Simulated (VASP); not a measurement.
Wanted: the native input for a VASP 6.6.1 run.

```
Task                   : single point
Functional             : PBE
Potentials or basis    : VASP PAW PBE potentials, release 64 (Te)
Cutoff                 : 520 eV
k mesh                 : 11 × 11 × 11
Occupations            : fermi-dirac, width 0.1 eV
Spin                   : no spin polarisation
Dipole correction      : no
Further INCAR settings : ALGO = Normal; EDIFF = 1e-07; NBANDS = 9
```

The structure of Te lies in POSCAR:

```
Te
1.0
    3.3253045918      0.0000000000      0.0000000000
    0.0000000000      3.3253045918      0.0000000000
    0.0000000000      0.0000000000      3.3253045918
Te
1
Direct
    0.0000000000      0.0000000000      0.0000000000
```

This isn't the form of Te at room conditions, which is trigonal, of chains.

These files were run (other wordings do the same):

INCAR

```
SYSTEM = Te
PREC = Accurate
ENCUT = 520
EDIFF = 1E-7
ISMEAR = -1
SIGMA = 0.1
LREAL = .False.
LASPH = .True.
NELM = 80
ALGO = Normal
ISIF = 2
LWAVE = .False.
LCHARG = .True.
GGA = PE
LELF = .True.
LVHAR = .True.
NBANDS = 9
```

KPOINTS

```
Automatic mesh
0
Gamma
  11 11 11
  0 0 0
```

Potentials or basis: VASP PAW PBE potentials, release 64 (Te).

Launch:

```sh
$ cat potpaw_PBE.64/Te/POTCAR > POTCAR
$ mpirun -np 1 vasp_std > vasp.out
```

Results of the run:

```
Pressure               : -4.4 GPa
Band gap on the k mesh : zero (bands 3 and 4 overlap by 4.63 eV)
```

Caveat: the cell stands under tension; spin-orbit coupling is left out, which moves the levels of the heavy elements.

It took 12 s on 1 thread of Intel(R) Xeon(R) Platinum 8375C CPU @ 2.90GHz (Ice Lake), with other jobs on the host, peak memory 0.16 GiB.
